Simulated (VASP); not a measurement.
# SiO2 (I4_1/amd) in VASP: further runs

The runs below take SiO2 through single point, relaxation of cell and atoms, with PBE.

Everything below comes from runs of VASP 6.6.1. Logs are shortened: lines on timing, memory, paths and dates and some standing lists are left out, and cuts for length are marked.

### Step 1. The cell of the first run

It takes space group I4_1/amd (No. 141, tetragonal). Conventional cell: a = 3.404 Å, b = 3.404 Å, c = 8.716 Å, α = 90.00°, β = 90.00°, γ = 90.00°. Si (site symmetry -4m2) has 6 O at 1.75 to 1.79 Å within 2.3 Å. Within 2.3 Å of O (site symmetry 2mm) lie 3 Si at 1.75 to 1.79 Å and 2 O at 2.20 Å.

### Step 2. Single point, PBE

Input file INCAR:

```
SYSTEM = SiO2
PREC = Accurate
ENCUT = 520
EDIFF = 1E-7
ISMEAR = 0
SIGMA = 0.1
LREAL = .FALSE.
LASPH = .TRUE.
NELM = 100
ALGO = Normal
ISIF = 2
LWAVE = .FALSE.
LCHARG = .FALSE.
GGA = PE
NBANDS = 25
```

Input file KPOINTS:

```
Automatic mesh
0
G
  8 8 8
  0 0 0
```

Input file POSCAR:

```
SiO2
1.0
   -1.7022167161      1.7022167161      4.3581345198
    1.7022167161     -1.7022167161      4.3581345198
    1.7022167161      1.7022167161     -4.3581345198
Si O
2 4
Direct
    0.0000000000      0.0000000000      0.0000000000
    0.7500000000      0.2500000000      0.5000000000
    0.9552981748      0.4552981748      0.5000000000
    0.2052981748      0.2052981748      0.0000000000
    0.5447018252      0.0447018252      0.5000000000
    0.7947018252      0.7947018252      0.0000000000
```

Potentials or basis: VASP PAW PBE potentials, release 64 (Si, O).

Launch:

```
> cat potpaw_PBE.64/Si/POTCAR potpaw_PBE.64/O/POTCAR > POTCAR
> mpirun -np 1 vasp_std > vasp.out
```

OUTCAR:

```text
SYSTEM = SiO2
   PREC = Accurate
   ENCUT = 520
   EDIFF = 1E-7
   ISMEAR = 0
   LREAL = .FALSE.
   LASPH = .TRUE.
   NELM = 100
   ISIF = 2
   GGA = PE

 ion  position               nearest neighbor table
   1  0.000  0.000  0.000-   5 1.75   3 1.75   5 1.75   3 1.75   4 1.79   6 1.79   2 2.77   2 2.77
                             2 2.77   2 2.77
   2  0.750  0.250  0.500-   6 1.75   4 1.75   6 1.75   4 1.75   3 1.79   5 1.79   1 2.77   1 2.77
                             1 2.77   1 2.77
   3  0.955  0.455  0.500-   1 1.75   1 1.75   2 1.79
   4  0.205  0.205  0.000-   2 1.75   2 1.75   1 1.79
   5  0.545  0.045  0.500-   1 1.75   1 1.75   2 1.79
   6  0.795  0.795  0.000-   2 1.75   2 1.75   1 1.79

  LATTYP: Found a body centered tetragonal cell.
 ALAT       =     3.4044334322
 C/A-ratio  =     2.5602700752

  Lattice vectors:

 A1 = (  -1.7022167161,   1.7022167161,   4.3581345198)
 A2 = (   1.7022167161,  -1.7022167161,   4.3581345198)
 A3 = (   1.7022167161,   1.7022167161,  -4.3581345198)

Analysis of symmetry for initial positions (statically):
=====================================================================
 Subroutine PRICEL returns:
 Original cell was already a primitive cell.

 Routine SETGRP: Setting up the symmetry group for a
 body centered tetragonal supercell.

 Subroutine GETGRP returns: Found 16 space group operations
 (whereof  8 operations were pure point group operations)
 out of a pool of 16 trial point group operations.

The static configuration has the point symmetry D_2d.
 The point group associated with its full space group is D_4h.

Analysis of symmetry for dynamics (positions and initial velocities):
=====================================================================
 Subroutine PRICEL returns:
 Original cell was already a primitive cell.

 Routine SETGRP: Setting up the symmetry group for a
 body centered tetragonal supercell.

 Subroutine GETGRP returns: Found 16 space group operations
 (whereof  8 operations were pure point group operations)
 out of a pool of 16 trial point group operations.

The dynamic configuration has the point symmetry D_2d.
 The point group associated with its full space group is D_4h.

 Subroutine INISYM returns: Found 16 space group operations
 (whereof  8 operations are pure point group operations),
 and found     1 'primitive' translations

----------------------------------------------------------------------------------------

                                     Primitive cell

  volume of cell :      50.5115

  direct lattice vectors                    reciprocal lattice vectors
    -1.702216716  1.702216716  4.358134520     0.000000000  0.293734632  0.114727987
     1.702216716 -1.702216716  4.358134520     0.293734632  0.000000000  0.114727987
     1.702216716  1.702216716 -4.358134520     0.293734632  0.293734632  0.000000000

  length of vectors
     4.978797042  4.978797042  4.978797042     0.315345120  0.315345120  0.415403500

  position of ions in fractional coordinates (direct lattice)
     0.000000000  0.000000000  0.000000000
     0.750000000  0.250000000  0.500000000
     0.955298175  0.455298175  0.500000000
     0.205298175  0.205298175  0.000000000
     0.544701825  0.044701825  0.500000000
     0.794701825  0.794701825  0.000000000

  ion indices of the primitive-cell ions
   primitive index   ion index
                 1           1
                 2           2
                 3           3
                 4           4
                 5           5
                 6           6

----------------------------------------------------------------------------------------

 KPOINTS: Automatic mesh

Automatic generation of k-mesh.
 Grid dimensions read from file:
 generate k-points for:    8    8    8

 Generating k-lattice:

  Cartesian coordinates                     Fractional coordinates (reciprocal lattice)
     0.000000000  0.036716829  0.014340998     0.125000000  0.000000000  0.000000000
     0.036716829  0.000000000  0.014340998     0.000000000  0.125000000  0.000000000
     0.036716829  0.036716829  0.000000000     0.000000000  0.000000000  0.125000000

  Length of vectors
     0.039418140  0.039418140  0.051925437

  Shift w.r.t. Gamma in fractional coordinates (k-lattice)
     0.000000000  0.000000000  0.000000000

 Subroutine IBZKPT returns following result:
 ===========================================

 Found     59 irreducible k-points:

 Following reciprocal coordinates:
            Coordinates               Weight
  0.000000  0.000000  0.000000      1.000000
  0.125000  0.000000  0.000000      8.000000
  0.250000  0.000000  0.000000      8.000000
  0.375000 -0.000000  0.000000      8.000000
  0.500000  0.000000  0.000000      4.000000
  0.125000  0.125000  0.000000      8.000000
[... 16 lines left out ...]
  0.250000  0.125000  0.125000     16.000000
  0.375000  0.125000  0.125000      8.000000
 [... further k-points ...]
   k-points           NKPTS =     59   k-points in BZ     NKDIM =     59   number of bands    NBANDS=     25
   number of dos      NEDOS =    301   number of ions     NIONS =      6
   total plane-waves  NPLWV =  64000
   dimension x,y,z NGX =    40 NGY =   40 NGZ =   40
   dimension x,y,z NGXF=    80 NGYF=   80 NGZF=   80
   ions per type =               2   4
   NGX,Y,Z   is equivalent  to a cutoff of  13.36, 13.36, 13.36 a.u.
   NGXF,Y,Z  is equivalent  to a cutoff of  26.71, 26.71, 26.71 a.u.
 SYSTEM =  SiO2
   PREC   = accura    normal or accurate (medium, high low for compatibility)
   ISTART =      0    job   : 0-new  1-cont  2-samecut
   ICHARG =      2    charge: 1-file 2-atom 10-const
   ISPIN  =      1    spin polarized calculation?
   LNONCOLLINEAR =      F non collinear calculations
   LSORBIT =      F    spin-orbit coupling
   LASPH  =      T    aspherical Exc in radial PAW
   ENCUT  =  520.0 eV  38.22 Ry    6.18 a.u.   9.26  9.26  9.26*2*pi/ulx,y,z
   NELM   =    100;   NELMIN=  2; NELMDL= -5     # of ELM steps
   EDIFF  = 0.1E-06   stopping-criterion for ELM
   LREAL  =      F    real-space projection
   EDIFFG = 0.1E-05   stopping-criterion for IOM
   NSW    =      0    number of steps for IOM
   IBRION =     -1    ionic relax: 0-MD 1-quasi-New 2-CG
   NFREE  =      0    steps in history (QN), initial steepest desc. (CG)
   ISIF   =      2    stress and relaxation
   ISYM   =      2    0-nonsym 1-usesym 2-fastsym
   POTIM  = 0.5000    time-step for ionic-motion
   TEBEG  =    0.0;   TEEND  =   0.0 temperature during run
   PSTRESS=    0.0 pullay stress
   NELECT =      32.0000    total number of electrons
   NUPDOWN=      -1.0000    fix difference up-down
   EMIN   =  10.00;   EMAX   =-10.00  energy-range for DOS
   EFERMI =   0.00;   METHOD = LEGACY
   ISMEAR =     0;   SIGMA  =   0.10  broadening in eV -4-tet -1-fermi 0-gaus
   EFERMI_NEDOS =   21; number of points for ismear=-14 and -15
   IALGO  =     38    algorithm
   IMIX   =      4    mixing-type and parameters
     AMIX     =   0.40;   BMIX     =  1.00
     AMIX_MAG =   1.60;   BMIX_MAG =  1.00
  volume/ion in A,a.u.               =       8.42        56.81
  Fermi-wavevector in a.u.,A,eV,Ry     =   1.406030  2.657012 26.897650  1.976922
  Thomas-Fermi vector in A             =   2.528432
   LORBIT       =      0    0 simple, 1 ext, 2 COOP (PROOUT), +10 PAW based schemes
   GGA     = PE    functional components
   LHFCALC =     F    Hartree Fock is set to
   AEXX    =    0.0000 exact exchange contribution
   IVDW    =     0    specifies the selected vdW correction
   LEPSILON=     F    determine dielectric tensor
   LRPA    =     F    only Hartree local field effects (RPA)
 non-spin polarized calculation
 Gauss-broadening in eV      SIGMA  =   0.10
  energy-cutoff  :      520.00
  volume of cell :       50.51
 maximum number of plane-waves:      1375
 NGX is ok and might be reduce to    40
   NGX = 19   NGY = 19   NGZ = 19

 number of electron      31.9999999 magnetization

 Free energy of the ion-electron system (eV)
  ---------------------------------------------------
  ext. energy  EPLUGINS =         0.00000000
  ---------------------------------------------------
  free energy    TOTEN  =       -45.82997201 eV

  energy without entropy =      -45.82997201  energy(sigma->0) =      -45.82997201

 E-fermi :   6.7755     XC(G=0): -11.6077

 val. band max:        6.2823146804   @ k =  -0.3750   0.3750   0.0000
 cond. band min:      12.8552895695   @ k =   0.0000   0.0000   0.0000
 fundamental gap:      6.5729748891
 Fermi energy:         6.7755475746

 k-point     1 :       0.0000    0.0000    0.0000
  band No.  band energies     occupation
      1     -15.4464      2.00000
      2     -12.4295      2.00000
      3     -11.4756      2.00000
      4     -10.2575      2.00000
      5      -1.4416      2.00000
      6      -1.4416      2.00000
[... 17 lines left out ...]
     24      20.3962      0.00000
     25      20.5638      0.00000

 k-point     2 :       0.1250    0.0000    0.0000
  band No.  band energies     occupation
      1     -15.3162      2.00000
      2     -12.5191      2.00000
      3     -11.3920      2.00000
      4     -10.4192      2.00000
      5      -1.8932      2.00000
      6      -1.4278      2.00000
[... 17 lines left out ...]
     24      20.3537      0.00000
     25      20.4171      0.00000

 k-point     3 :       0.2500    0.0000    0.0000
  band No.  band energies     occupation
      1     -14.9501      2.00000
      2     -12.6728      2.00000
      3     -11.3747      2.00000
      4     -10.7650      2.00000
      5      -2.2851      2.00000
      6      -1.3841      2.00000
[... 552 lines left out ...]
 k-point    23 :       0.2500    0.1250    0.1250
  band No.  band energies     occupation
      1     -14.0049      2.00000
      2     -12.6684      2.00000
      3     -11.8313      2.00000
      4     -11.2557      2.00000
      5      -3.6916      2.00000
      6      -1.6240      2.00000
[... 17 lines left out ...]
     24      20.4529      0.00000
     25      21.2732      0.00000

 k-point    24 :       0.3750    0.1250    0.1250
  band No.  band energies     occupation
      1     -13.6939      2.00000
      2     -12.5679      2.00000
      3     -12.2950      2.00000
      4     -11.2380      2.00000
      5      -3.6205      2.00000
      6      -1.8713      2.00000
[... 17 lines left out ...]
     24      20.7649      0.00000
     25      21.0980      0.00000

 [... further k-points ...]
[... 5 lines left out ...]
  --------------------------------------------------------------------------------------
  -------------------------------------------------------------------------------------
  Total        6.3273272      6.3273272      2.0330402      0.0000000      0.0000000      0.0000000
  in kB      200.6968471    200.6968471     64.4861173      0.0000000      0.0000000      0.0000000
  external PRESSURE =     155.2932705 kB  Pullay stress =       0.0000000 kB

 VOLUME and BASIS-vectors are now :
 -----------------------------------------------------------------------------
  energy-cutoff  :      520.00
  volume of cell :       50.51
      direct lattice vectors                 reciprocal lattice vectors
    -1.702216716  1.702216716  4.358134520     0.000000000  0.293734632  0.114727987
     1.702216716 -1.702216716  4.358134520     0.293734632  0.000000000  0.114727987
     1.702216716  1.702216716 -4.358134520     0.293734632  0.293734632  0.000000000

 POSITION                                       TOTAL-FORCE (eV/Angst)
 -----------------------------------------------------------------------------------
      0.00000      0.00000      0.00000        -0.000000     -0.000000     -0.000000
     -0.00000      1.70222      2.17907        -0.000000     -0.000000     -0.000000
      0.00000      1.70222      3.96850         0.000000      0.000000      0.262314
      0.00000      0.00000      1.78943        -0.000000     -0.000000      0.262314
      0.00000      1.70222      0.38963        -0.000000     -0.000000     -0.262314
      0.00000      0.00000      6.92683         0.000000      0.000000     -0.262314
 -----------------------------------------------------------------------------------
    total drift:                               -0.000000      0.000000     -0.000000

  FREE ENERGIE OF THE ION-ELECTRON SYSTEM (eV)
  ---------------------------------------------------
  free  energy   TOTEN  =       -45.8299720051 eV

  energy  without entropy=      -45.8299720051  energy(sigma->0) =      -45.82997201
```

Wall time 1.9 min (1 thread of Intel Xeon Platinum 8488C (Sapphire Rapids), shared host); peak memory 0.25 GiB.

What came out:

```yaml
Free_energy: -45.8300 eV
Pressure: 15.5 GPa
Largest_force: 0.262 eV/Å
Band_gap_on_the_k_mesh: 6.57 eV, indirect (least direct gap 7.17 eV)
```

Forces in eV/Å, atoms in the order of the input:
```
Si   0.000  0.000  0.000
Si   0.000  0.000  0.000
O    0.000  0.000  0.262
O    0.000  0.000  0.262
O    0.000  0.000 -0.262
O    0.000  0.000 -0.262
```

Stress tensor (GPa, compression positive):
```
20.07  0.00  0.00
 0.00 20.07  0.00
 0.00  0.00  6.45
```

A k mesh can miss the band edges.

### Step 3. Single point, PBE

This run uses another cell than the first one, of 8.83 Å³/atom, 1.049 times its volume.

Input file INCAR:

```
SYSTEM = SiO2
PREC     = Accurate       ! precision mode
ENCUT    = 520            ! plane-wave cutoff, eV
EDIFF    = 1E-6           ! SCF threshold, eV
ISMEAR   = 0              ! smearing method
SIGMA    = 0.1            ! smearing width, eV
LREAL    = .False.        ! projectors in reciprocal space
LASPH    = .True.         ! aspherical terms in the spheres
NELM     = 60             ! most SCF steps
ALGO     = Normal         ! electronic algorithm
ISIF     = 2              ! what is computed and relaxed
LWAVE    = .False.        ! write WAVECAR
LCHARG   = .False.        ! write CHGCAR
GGA      = PE             ! functional
NBANDS   = 25             ! bands
```

Input file KPOINTS:

```
regular mesh
0
Gamma
  8 8 8
  0 0 0
```

Input file POSCAR:

```
SiO2
1.0
   -1.7631929503      1.7631929503      4.2599462538
    1.7631929503     -1.7631929503      4.2599462538
    1.7631929503      1.7631929503     -4.2599462538
Si O
2 4
Direct
    0.0000000000      0.0000000000      0.0000000000
    0.7500000000      0.2500000000      0.5000000000
    0.9578365121      0.4578365121      0.5000000000
    0.2078365121      0.2078365121      0.0000000000
    0.5421634879      0.0421634879      0.5000000000
    0.7921634879      0.7921634879      0.0000000000
```

Potentials or basis: VASP PAW PBE potentials, release 64 (Si, O).

Launch:

```
> cat potpaw_PBE.64/Si/POTCAR potpaw_PBE.64/O/POTCAR > POTCAR
> mpirun -np 1 vasp_std > vasp.out
```

OUTCAR:

```text
SYSTEM = SiO2
   PREC = Accurate
   ENCUT = 520
   EDIFF = 1E-6
   ISMEAR = 0
   LREAL = .False.
   LASPH = .True.
   NELM = 60
   ISIF = 2
   GGA = PE

 ion  position               nearest neighbor table
   1  0.000  0.000  0.000-   4 1.77   6 1.77   5 1.80   3 1.80   5 1.80   3 1.80   2 2.77   2 2.77
                             2 2.77   2 2.77
   2  0.750  0.250  0.500-   3 1.77   5 1.77   4 1.80   6 1.80   6 1.80   4 1.80   1 2.77   1 2.77
                             1 2.77   1 2.77
   3  0.958  0.458  0.500-   2 1.77   1 1.80   1 1.80
   4  0.208  0.208  0.000-   1 1.77   2 1.80   2 1.80
   5  0.542  0.042  0.500-   2 1.77   1 1.80   1 1.80
   6  0.792  0.792  0.000-   1 1.77   2 1.80   2 1.80
[... 883 lines left out ...]
  Total        0.0066236      0.0066236      0.1777914      0.0000000      0.0000000      0.0000000
  in kB        0.2003276      0.2003276      5.3772182      0.0000000      0.0000000      0.0000000
  external PRESSURE =       1.9259578 kB  Pullay stress =       0.0000000 kB

 VOLUME and BASIS-vectors are now :
 -----------------------------------------------------------------------------
  energy-cutoff  :      520.00
  volume of cell :       52.97
      direct lattice vectors                 reciprocal lattice vectors
    -1.763192950  1.763192950  4.259946254     0.000000000  0.283576451  0.117372373
     1.763192950 -1.763192950  4.259946254     0.283576451  0.000000000  0.117372373
     1.763192950  1.763192950 -4.259946254     0.283576451  0.283576451  0.000000000

 POSITION                                       TOTAL-FORCE (eV/Angst)
 -----------------------------------------------------------------------------------
      0.00000      0.00000      0.00000         0.000000      0.000000     -0.000000
     -0.00000      1.76319      2.12997         0.000000      0.000000     -0.000000
      0.00000      1.76319      3.90072        -0.000000     -0.000000      0.005521
      0.00000      0.00000      1.77074        -0.000000     -0.000000      0.005521
      0.00000      1.76319      0.35923         0.000000      0.000000     -0.005521
      0.00000      0.00000      6.74915        -0.000000     -0.000000     -0.005521
 -----------------------------------------------------------------------------------
    total drift:                                0.000000      0.000000      0.000000

  FREE ENERGIE OF THE ION-ELECTRON SYSTEM (eV)
  ---------------------------------------------------
  free  energy   TOTEN  =       -46.0382479535 eV

  energy  without entropy=      -46.0382479535  energy(sigma->0) =      -46.03824795
```

stdout:

```text
POSCAR found type information on POSCAR SiO
 POSCAR found :  2 types and       6 ions
 scaLAPACK will be used
 LDA part: xc-table for (Slater+PW92), standard interpolation
 POSCAR, INCAR and KPOINTS ok, starting setup
 FFT: planning ... GRIDC
 FFT: planning ... GRID_SOFT
 FFT: planning ... GRID
 WAVECAR not read
 entering main loop
```

It took 1.9 min on 1 thread of Intel Xeon Platinum 8488C (Sapphire Rapids), shared host; peak memory 0.25 GiB.

What came out:

```yaml
Free_energy: -46.0382 eV
Pressure: 0.2 GPa
Largest_force: 0.006 eV/Å
Band_gap_on_the_k_mesh: 5.81 eV, indirect (least direct gap 6.44 eV)
```

Forces in eV/Å, atoms in the order of the input:
```
Si   0.000  0.000  0.000
Si   0.000  0.000  0.000
O    0.000  0.000  0.006
O    0.000  0.000  0.006
O    0.000  0.000 -0.006
O    0.000  0.000 -0.006
```

[end of part 1 of 2]
